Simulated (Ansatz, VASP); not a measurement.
**One calculation of CdI2, two programs**

```
Cd I
1.0
     4.17841    0.00000    0.00000
    -2.08920    3.61861    0.00000
     0.00000    0.00000    6.61651
Cd I
1 2
Direct
  0.00000 0.00000 0.00000
  0.33333 0.66667 0.26231
  0.66667 0.33333 0.73769
```

Alike in both runs: task single point; functional PBE; dispersion D3(BJ); k mesh 6 × 6 × 4; no spin polarisation.

```csv
,VASP,Ansatz
version,VASP 6.6.1,Ansatz 0.2.0
potentials or method,"VASP PAW PBE potentials, release 64 (Cd, I), cutoff 500 eV","scalar-relativistic, plane waves, PAW"
occupations,tetrahedron,tetrahedron-uncorrected
valence electrons in the cell,26,54
```

|  | VASP | Ansatz | Ansatz less VASP |
| --- | --- | --- | --- |
| gap on the k mesh at the Fermi level (eV) | 2.30 | 2.31 | +0.006 |
| pressure (GPa) | 1.5 | 1.3 | -0.14 |
| traceless stress, the component that is largest in VASP (GPa) | -0.08 | -0.08 | +0.006 |
| rms of the force components (eV/Å) | 0.011 | 0.000 | -0.0103 |

Atom by atom the forces differ by 0.011 eV/Å (rms over components). VASP's potentials hold 26 valence electrons a cell and Ansatz's 54, so a difference there can come from the potentials and not from the codes. Ansatz's warnings: band table not solved further.

Neither program's run includes spin-orbit coupling.
